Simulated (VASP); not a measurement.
Input of a VASP 6.6.1 run:

File INCAR:

```
SYSTEM = B5Ru3
ALGO = Normal
EDIFF = 1E-7
EDIFFG = -0.08
ENCUT = 600
GGA = PE
IBRION = 2
ISIF = 3
ISMEAR = 0
LASPH = .TRUE.
LCHARG = .FALSE.
LREAL = .FALSE.
LWAVE = .FALSE.
NELM = 100
NSW = 36
PREC = Accurate
SIGMA = 0.2
```

KPOINTS

```
k-points
0
G
  6 6 2
  0 0 0
```

The input POSCAR:

```
B5Ru3
1.0
    2.9000000000      0.0000000000      0.0000000000
   -1.4500000000      2.5114736700      0.0000000000
    0.0000000000      0.0000000000     10.3000000000
B Ru
5 3
Direct
    0.3333333300      0.6666666700      0.6480000000
    0.6666666700      0.3333333300      0.7140000000
    0.3333333300      0.6666666700      0.3520000000
    0.6666666700      0.3333333300      0.2860000000
    0.0000000000      0.0000000000      0.0000000000
    0.3333333300      0.6666666700      0.8620000000
    0.3333333300      0.6666666700      0.1380000000
    0.6666666700      0.3333333300      0.5000000000
```

Potentials or basis: VASP PAW PBE potentials, release 64 (B, Ru_pv).

Command:

```console
$ cat potpaw_PBE.64/B/POTCAR potpaw_PBE.64/Ru_pv/POTCAR > POTCAR
$ mpirun -np 1 vasp_std > vasp.out
```

Estimate the relaxed cell.

a = 2.915 Å, b = 2.915 Å, c = 10.118 Å, α = 90.00°, β = 90.00°, γ = 120.00°.

Estimate the space group after relaxing (to 0.05 Å).

P-6m2 (No. 187).

What does it give for the relaxed volume?

9.31 Å³/atom.

Stress tensor (GPa, compression positive):
```
-0.06  0.00  0.00
 0.00 -0.06  0.00
 0.00  0.00  0.02
```

Caveat: the k points lie up to 0.41 Å⁻¹ apart in the final cell.
